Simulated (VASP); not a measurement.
Here is a VASP 6.6.1 calculation.

The input INCAR:

```
SYSTEM = ScAl9
PREC     = Accurate       ! precision mode
ENCUT    = 400            ! plane-wave cutoff, eV
EDIFF    = 1E-6           ! SCF threshold, eV
ISMEAR   = -1             ! smearing method
SIGMA    = 0.0922         ! smearing width, eV
LREAL    = Auto         
LASPH    = .True.         ! aspherical terms in the spheres
NELM     = 120            ! most SCF steps
ALGO     = Normal         ! electronic algorithm
ISIF     = 2              ! what is computed and relaxed
LWAVE    = .False.        ! write WAVECAR
LCHARG   = .True.         ! write CHGCAR
GGA      = PE             ! functional
LELF     = .True.         ! ELF
LVHAR    = .True.       
NBANDS   = 54             ! bands
ISYM     = -1           
GGA_COMPAT= .False.
```

The input KPOINTS:

```
explicit points
1
Reciprocal
  0.25000000   0.25000000   0.25000000 1
```

POSCAR

```
ScAl9
1.0
    7.4469130000     -0.0134000000     -0.0543370000
   -0.0134000000      6.6775230000     -0.0651690000
   -0.0543370000     -0.0651690000      7.1022430000
Al Sc
18 2
Direct
    0.4231676271      0.6661036337      0.5584539936
    0.2724530522      0.3271981307      0.3755032680
    0.4434394603      0.9254890087     -0.0005055638
    0.4563677424      0.6123585369      0.1818331825
    0.2782974776      0.6058479014      0.8638633389
    0.6890181053      0.2622660124      0.1394909736
    0.7572198616      0.9938524822      0.7600862753
    0.2217155598      0.8813962543      0.3039139988
    0.0359721362      0.5413447442      0.1939258504
    0.2709991240      0.2665882484      0.0217092782
   -0.0645334481      0.1348443565      0.4602961512
    0.5568439958      0.3349947437      0.7976859570
    0.9742811576      0.0258465251      0.0963556031
    0.7429319849      0.6752751761     -0.0403377210
   -0.0682070678      0.3650801367      0.8307014756
    0.7169671017      0.4631203978      0.4980550419
    0.7698808511      0.8559687319      0.2766574788
    0.5174063200      0.0638385471      0.4343341394
    0.0248916090      0.6781020539      0.5757417436
    0.2195133034      0.0310600763      0.7069449537
```

Potentials or basis: VASP PAW PBE potentials, release 64 (Al, Sc_sv).

Command:

```console
$ cat potpaw_PBE.64/Al/POTCAR potpaw_PBE.64/Sc_sv/POTCAR > POTCAR
$ mpirun -np 1 vasp_std > vasp.out
```

Problem. Predict the largest force.

Solution. 3.256 eV/Å.

Problem. Estimate the pressure.

Solution. 4.9 GPa.

Forces in eV/Å, atoms in the order of the input:
```
Al   0.354  0.451 -0.958
Al  -0.325  0.447  0.742
Al   1.332  1.052  0.456
Al   0.693 -1.287  0.880
Al  -1.332 -0.134  0.205
Al  -0.238  0.021  0.518
Al   0.247  0.173 -0.236
Al   0.343  0.227  0.572
Al  -0.458 -0.539 -0.527
Al  -0.251  0.130  0.692
Al   0.196  0.981  0.001
Al  -0.758 -0.216 -0.177
Al   1.329  1.313 -2.667
Al   0.139 -0.212 -0.337
Al   0.468 -0.759  0.501
Al  -0.196 -0.154 -1.171
Al  -1.835 -1.876  1.096
Al   0.742  0.225  0.576
Sc  -0.309 -0.072 -0.194
Sc  -0.141  0.229  0.026
```

Caveat: the atoms stand as in a frame of molecular dynamics.
